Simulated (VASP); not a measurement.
Write the native input for VASP 6.6.1 that does the following.

```
Task                   : single point
Functional             : PBE
Potentials or basis    : VASP PAW PBE potentials, release 64 (In_d)
Cutoff                 : 520 eV
k mesh                 : 9 × 9 × 9
Occupations            : fermi-dirac, width 0.05 eV
Spin                   : no spin polarisation
Dipole correction      : no
Further INCAR settings : ALGO = Fast; EDIFF = 1e-07; NBANDS = 26
```

The structure of In lies in POSCAR:

```
In
1.0
    1.6806943363      0.9703493275      8.2618188953
   -1.6806943363      0.9703493275      8.2618188953
    0.0000000000     -1.9406986550      8.2618188953
In
3
Direct
    0.2219877600      0.2219877600      0.2219877600
    0.7780122400      0.7780122400      0.7780122400
    0.0000000000      0.0000000000      0.0000000000
```

One way to write it, as run:

INCAR

```
SYSTEM = In
PREC = Accurate ; ENCUT = 520
EDIFF = 1E-7 ; ISMEAR = -1
SIGMA = 0.05 ; LREAL = .False.
LASPH = .True. ; NELM = 80
ALGO = Fast ; ISIF = 2
LWAVE = .False. ; LCHARG = .False.
GGA = PE ; NBANDS = 26
```

KPOINTS

```
Automatic mesh
0
Gamma
  9 9 9
  0 0 0
```

Potentials or basis: VASP PAW PBE potentials, release 64 (In_d).

The run is started by

```sh
$ cat potpaw_PBE.64/In_d/POTCAR > POTCAR
$ mpirun -np 1 vasp_std > vasp.out
```

Results of the run:

- Pressure: 0.9 GPa
- Largest force: 0.026 eV/Å

Wall time 12 min on 1 thread of Intel(R) Xeon(R) 6975P-C (Granite Rapids), with other jobs on the host, peak memory 0.62 GiB.
